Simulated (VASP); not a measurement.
# Sb (R-3m) in VASP: further runs

The runs below take Sb through single point, with PBEsol.

All numbers are computed with VASP 6.6.1; they aren't measurements. Logs are shortened: lines on timing, memory, paths and dates and some standing lists are left out, and cuts for length are marked.

## 1. The cell of the first run

The structure is trigonal, space group R-3m (No. 166). Conventional cell: a = 4.308 Å, b = 4.308 Å, c = 11.274 Å, α = 90.00°, β = 90.00°, γ = 120.00°. Sb (site symmetry 3m) has 6 Sb at 2.91 to 3.35 Å within 3.8 Å.

## 2. Single point, PBEsol

File INCAR:

```
  ALGO = Normal
  EDIFF = 1E-6
  ENCUT = 520
  GGA = PS
  ISIF = 2
  ISMEAR = -1
  LASPH = True
  LCHARG = True
  LELF = True
  LREAL = False
  LVHAR = True
  LWAVE = False
  NBANDS = 12
  NELM = 100
  PREC = Accurate
  SIGMA = 0.1
```

File KPOINTS:

```
k-points
0
Gamma
  2 2 2
```

File POSCAR:

```
Sb
1.0
    2.1542000000      1.2437279500      3.7580000000
   -2.1542000000      1.2437279500      3.7580000000
    0.0000000000     -2.4874559000      3.7580000000
Sb
2
Direct
    0.2334900000      0.2334900000      0.2334900000
    0.7665100000      0.7665100000      0.7665100000
```

Potentials or basis: VASP PAW PBE potentials, release 64 (Sb).

Run with:

```
$ cat potpaw_PBE.64/Sb/POTCAR > POTCAR
$ mpirun -np 1 vasp_std > vasp.out
```

OUTCAR:

```text
EDIFF = 1E-6
   ENCUT = 520
   GGA = PS
   ISIF = 2
   ISMEAR = -1
   LASPH = True
   LREAL = False
   NELM = 100
   PREC = Accurate

 ion  position               nearest neighbor table
   1  0.233  0.233  0.233-   2 2.91   2 2.91   2 2.91   2 3.35   2 3.35   2 3.35
   2  0.767  0.767  0.767-   1 2.91   1 2.91   1 2.91   1 3.35   1 3.35   1 3.35

  LATTYP: Found a trigonal (rhomboedric) cell.
 ALAT       =     4.5066618304
 COS(alpha) =     0.5430253623

  Lattice vectors:

 A1 = (   2.1542000000,   1.2437279500,   3.7580000000)
 A2 = (  -2.1542000000,   1.2437279500,   3.7580000000)
 A3 = (   0.0000000000,  -2.4874559000,   3.7580000000)

Analysis of symmetry for initial positions (statically):
=====================================================================
 Subroutine PRICEL returns:
 Original cell was already a primitive cell.

 Routine SETGRP: Setting up the symmetry group for a
 trigonal (rhombohedral) supercell.

 Subroutine GETGRP returns: Found 12 space group operations
 (whereof 12 operations were pure point group operations)
 out of a pool of 12 trial point group operations.

The static configuration has the point symmetry D_3d.

Analysis of symmetry for dynamics (positions and initial velocities):
=====================================================================
 Subroutine PRICEL returns:
 Original cell was already a primitive cell.

 Routine SETGRP: Setting up the symmetry group for a
 trigonal (rhombohedral) supercell.

 Subroutine GETGRP returns: Found 12 space group operations
 (whereof 12 operations were pure point group operations)
 out of a pool of 12 trial point group operations.

The dynamic configuration has the point symmetry D_3d.

 Subroutine INISYM returns: Found 12 space group operations
 (whereof 12 operations are pure point group operations),
 and found     1 'primitive' translations

----------------------------------------------------------------------------------------

                                     Primitive cell

  volume of cell :      60.4115

  direct lattice vectors                    reciprocal lattice vectors
     2.154200000  1.243727950  3.758000000     0.232104726  0.134005726  0.088699663
    -2.154200000  1.243727950  3.758000000    -0.232104726  0.134005726  0.088699663
     0.000000000 -2.487455900  3.758000000     0.000000000 -0.268011452  0.088699663

  length of vectors
     4.506661830  4.506661830  4.506661830     0.282307932  0.282307932  0.282307932
[... 68 lines left out ...]
   POTIM  = 0.5000    time-step for ionic-motion
   TEBEG  =    0.0;   TEEND  =   0.0 temperature during run
   PSTRESS=    0.0 pullay stress
   NELECT =      10.0000    total number of electrons
   NUPDOWN=      -1.0000    fix difference up-down
   EMIN   =  10.00;   EMAX   =-10.00  energy-range for DOS
   EFERMI =   0.00;   METHOD = LEGACY
   ISMEAR =    -1;   SIGMA  =   0.10  broadening in eV -4-tet -1-fermi 0-gaus
   EFERMI_NEDOS =   21; number of points for ismear=-14 and -15
   IALGO  =     38    algorithm
   IMIX   =      4    mixing-type and parameters
     AMIX     =   0.40;   BMIX     =  1.00
     AMIX_MAG =   1.60;   BMIX_MAG =  1.00
  volume/ion in A,a.u.               =      30.21       203.84
  Fermi-wavevector in a.u.,A,eV,Ry     =   0.898880  1.698637 10.993305  0.807985
  Thomas-Fermi vector in A             =   2.021644
   LORBIT       =      0    0 simple, 1 ext, 2 COOP (PROOUT), +10 PAW based schemes
   GGA     = PS    functional components
   LHFCALC =     F    Hartree Fock is set to
   AEXX    =    0.0000 exact exchange contribution
   IVDW    =     0    specifies the selected vdW correction
   LEPSILON=     F    determine dielectric tensor
   LRPA    =     F    only Hartree local field effects (RPA)
 non-spin polarized calculation
  energy-cutoff  :      520.00
  volume of cell :       60.41
 maximum number of plane-waves:      1636
 NGX is ok and might be reduce to    36
   NGX = 17   NGY = 17   NGZ = 17

 number of electron      10.0000000 magnetization

 Free energy of the ion-electron system (eV)
  ---------------------------------------------------
  ext. energy  EPLUGINS =         0.00000000
  ---------------------------------------------------
  free energy    TOTEN  =        -7.19491054 eV

  energy without entropy =       -7.07133277  energy(sigma->0) =       -7.13312165

 E-fermi :   6.9789     XC(G=0):  -9.6002

 val. band max:        6.9045834052   @ k =   0.5000   0.5000   0.5000
 cond. band min:       7.0592737681   @ k =   0.5000   0.0000  -0.0000
 fundamental gap:      0.1546903628
 Fermi energy:         6.9788621022

 k-point     1 :       0.0000    0.0000    0.0000
  band No.  band energies     occupation
      1      -5.4549      2.00000
      2       2.4465      2.00000
      3       5.1503      2.00000
      4       5.4918      2.00000
      5       5.4918      2.00000
      6       9.4431      0.00000
      7       9.9486      0.00000
      8       9.9486      0.00000
      9      12.2232      0.00000
     10      12.2232      0.00000
     11      12.2818      0.00000
     12      13.6739      0.00000
[... 31 lines left out ...]
 k-point     4 :       0.5000    0.5000    0.5000
  band No.  band energies     occupation
      1      -3.8219      2.00000
      2      -1.8775      2.00000
      3       6.0110      1.99987
      4       6.0110      1.99987
      5       6.9046      1.35521
      6       7.3016      0.07632
      7       7.3016      0.07632
      8       8.1990      0.00001
      9      14.1988      0.00000
     10      15.9224      0.00000
     11      15.9224      0.00000
     12      16.2242      0.00000

------------------------ aborting loop because EDIFF is reached ----------------------------------------

  FORCE on cell =-STRESS in cart. coord.  units (eV):
  Direction    XX          YY          ZZ          XY          YZ          ZX
  --------------------------------------------------------------------------------------
  -------------------------------------------------------------------------------------
  Total        2.7008249      2.7008249      2.3711969      0.0000000     -0.0000000      0.0000000
  in kB       71.6287830     71.6287830     62.8866937      0.0000000     -0.0000000      0.0000000
  external PRESSURE =      68.7147533 kB  Pullay stress =       0.0000000 kB

 VOLUME and BASIS-vectors are now :
 -----------------------------------------------------------------------------
  energy-cutoff  :      520.00
  volume of cell :       60.41
      direct lattice vectors                 reciprocal lattice vectors
     2.154200000  1.243727950  3.758000000     0.232104726  0.134005726  0.088699663
    -2.154200000  1.243727950  3.758000000    -0.232104726  0.134005726  0.088699663
     0.000000000 -2.487455900  3.758000000     0.000000000 -0.268011452  0.088699663

 POSITION                                       TOTAL-FORCE (eV/Angst)
 -----------------------------------------------------------------------------------
      0.00000      0.00000      2.63237         0.000000      0.000000     -1.996675
      0.00000      0.00000      8.64163         0.000000     -0.000000      1.996675
 -----------------------------------------------------------------------------------
    total drift:                                0.000000     -0.000000     -0.000000

  FREE ENERGIE OF THE ION-ELECTRON SYSTEM (eV)
  ---------------------------------------------------
  free  energy   TOTEN  =        -7.1949105358 eV

  energy  without entropy=       -7.0713327667  energy(sigma->0) =       -7.13312165
```

OSZICAR:

```text
N       E                     dE             d eps       ncg     rms          rms(c)
DAV:   1     0.375041968198E+02    0.37504E+02   -0.37155E+03    96   0.670E+02
DAV:   2    -0.543865032387E+01   -0.42943E+02   -0.41541E+02   144   0.101E+02
DAV:   3    -0.727119131765E+01   -0.18325E+01   -0.18107E+01   128   0.244E+01
DAV:   4    -0.728417039276E+01   -0.12979E-01   -0.12977E-01   112   0.233E+00
DAV:   5    -0.728431214722E+01   -0.14175E-03   -0.14175E-03   124   0.267E-01    0.294E+00
DAV:   6    -0.721278172820E+01    0.71530E-01   -0.58444E-02   104   0.125E+00    0.180E+00
DAV:   7    -0.719497974365E+01    0.17802E-01   -0.37390E-02   112   0.101E+00    0.533E-01
DAV:   8    -0.719474174196E+01    0.23800E-03   -0.39712E-03   112   0.390E-01    0.105E-01
DAV:   9    -0.719489969799E+01   -0.15796E-03   -0.25540E-04   120   0.967E-02    0.279E-02
DAV:  10    -0.719490742159E+01   -0.77236E-05   -0.43507E-05   112   0.365E-02    0.575E-03
DAV:  11    -0.719491011874E+01   -0.26971E-05   -0.31530E-06   116   0.119E-02    0.319E-03
DAV:  12    -0.719491053576E+01   -0.41702E-06   -0.89711E-07    92   0.478E-03
   1 F= -.71949105E+01 E0= -.71331217E+01  d E =-.123578E+00
```

Run time: 5.4 s. Hardware: 1 thread of Intel Xeon 6975P-C (Granite Rapids), shared host; peak memory 0.18 GiB.

Results:

- Free energy: -7.1949 eV
- Pressure: 6.9 GPa
- Largest force: 1.997 eV/Å
- Band gap on the k mesh: 0.15 eV, indirect (least direct gap 0.19 eV)

Forces in eV/Å, atoms in the order of the input:
```
Sb   0.000  0.000 -1.997
Sb   0.000  0.000  1.997
```

Caveat: the k points lie up to 0.89 Å⁻¹ apart; the PAW data sets were made with another functional, which shifts forces and pressure a little; spin-orbit coupling is left out, which moves the levels of the heavy elements. A k mesh can miss the band edges.

(Part 1 of 2 ends here.)
